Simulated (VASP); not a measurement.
A run of VASP 6.6.1:

POSCAR

```
Ge
1.0
   -1.6084200000      1.6084200000      1.8731800000
    1.6084200000     -1.6084200000      1.8731800000
    1.6084200000      1.6084200000     -1.8731800000
Ge
1
Direct
    0.5000000000      0.5000000000      0.0000000000
```

File INCAR.step1:

```
SYSTEM = Ge
ALGO     = Normal         ! electronic algorithm
EDIFF    = 1E-5           ! SCF threshold, eV
ENCUT    = 520            ! plane-wave cutoff, eV
GGA      = PE             ! functional
ISIF     = 2              ! what is computed and relaxed
ISMEAR   = -1             ! smearing method
LASPH    = .True.         ! aspherical terms in the spheres
LCHARG   = .False.        ! write CHGCAR
LREAL    = .False.        ! projectors in reciprocal space
LWAVE    = .True.         ! write WAVECAR
NBANDS   = 13             ! bands
NELM     = 80             ! most SCF steps
PREC     = Accurate       ! precision mode
SIGMA    = 0.05           ! smearing width, eV
```

Contents of INCAR.step2:

```
SYSTEM = Ge
AEXX     = 0.25           ! exact-exchange fraction
ALGO     = Normal         ! electronic algorithm
EDIFF    = 1E-6           ! SCF threshold, eV
ENCUT    = 520            ! plane-wave cutoff, eV
GGA      = PE             ! functional
HFSCREEN = 0.3            ! screening, 1/A
ISIF     = 2              ! what is computed and relaxed
ISMEAR   = -1             ! smearing method
ISTART   = 1            
LASPH    = .True.         ! aspherical terms in the spheres
LCHARG   = .False.        ! write CHGCAR
LHFCALC  = .True.         ! exact exchange
LREAL    = .False.        ! projectors in reciprocal space
LWAVE    = .False.        ! write WAVECAR
NBANDS   = 13             ! bands
NELM     = 80             ! most SCF steps
PREC     = Accurate       ! precision mode
PRECFOCK = Normal       
SIGMA    = 0.05           ! smearing width, eV
```

The input KPOINTS:

```
k-points
0
Gamma
  6 6 6
  0 0 0
```

Potentials or basis: VASP PAW PBE potentials, release 64 (Ge_d).

Launch:

```bash
$ cat potpaw_PBE.64/Ge_d/POTCAR > POTCAR
$ cp INCAR.step1 INCAR
$ mpirun -np 1 vasp_std > vasp.out
$ cp INCAR.step2 INCAR
$ mpirun -np 1 vasp_std > vasp.out
```

Hardware: 1 thread of Intel(R) Xeon(R) Platinum 8375C CPU @ 2.90GHz (Ice Lake), with other jobs on the host.

Q: Estimate the wall time of this run.

A: Run time: 40 min on 1 thread of Intel(R) Xeon(R) Platinum 8375C CPU @ 2.90GHz (Ice Lake) (shared host), peak memory 0.25 GiB. Counts: k points 30.
